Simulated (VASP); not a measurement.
A run of VASP 6.6.1 is set up as follows.

File INCAR:

```
PREC     = Accurate       # precision mode
ENCUT    = 520            # plane-wave cutoff, eV
EDIFF    = 1E-8           # SCF threshold, eV
ISMEAR   = 0              # smearing method
SIGMA    = 0.01           # smearing width, eV
LREAL    = False          # projectors in reciprocal space
LASPH    = True           # aspherical terms in the spheres
NELM     = 80             # most SCF steps
ALGO     = Normal         # electronic algorithm
ISIF     = 2              # what is computed and relaxed
LWAVE    = False          # write WAVECAR
LCHARG   = False          # write CHGCAR
GGA      = PS             # functional
NBANDS   = 18             # bands
IBRION   = 8              # ionic algorithm
NSW      = 1              # ionic steps
LEPSILON = True           # dielectric tensor by DFPT
```

Contents of KPOINTS:

```
regular mesh
0
Gamma
  9 9 6
```

Contents of POSCAR:

```
LiF
1.0
    3.2972937043      0.0000000000      0.0000000000
   -1.6486468521      2.8555401117      0.0000000000
    0.0000000000      0.0000000000      4.0166669765
Li F
2 2
Direct
    0.3333333333      0.6666666667      0.2500000000
    0.6666666667      0.3333333333      0.7500000000
    0.6666666667      0.3333333333      0.2500000000
    0.3333333333      0.6666666667      0.7500000000
```

Potentials or basis: VASP PAW PBE potentials, release 64 (Li_sv, F).

The run is started by

```console
$ cat potpaw_PBE.64/Li_sv/POTCAR potpaw_PBE.64/F/POTCAR > POTCAR
$ mpirun -np 1 vasp_std > vasp.out
```

Question: Estimate the electronic dielectric tensor (diagonal).

Answer: 1.93, 1.93, 1.95.

Question: Predict the Born charges (mean of the diagonal).

Answer: Li +1.00; F -1.00 e.

Question: Estimate the highest phonon frequency at Γ, LO-TO splitting left out.

Answer: 439 cm⁻¹.

Phonon frequencies in cm⁻¹ (negative: imaginary):
```
              q point                                 frequencies
(0.000, 0.000, 0.000)  -1 0 0 238 238 268 348 428 433 433 439 439
```
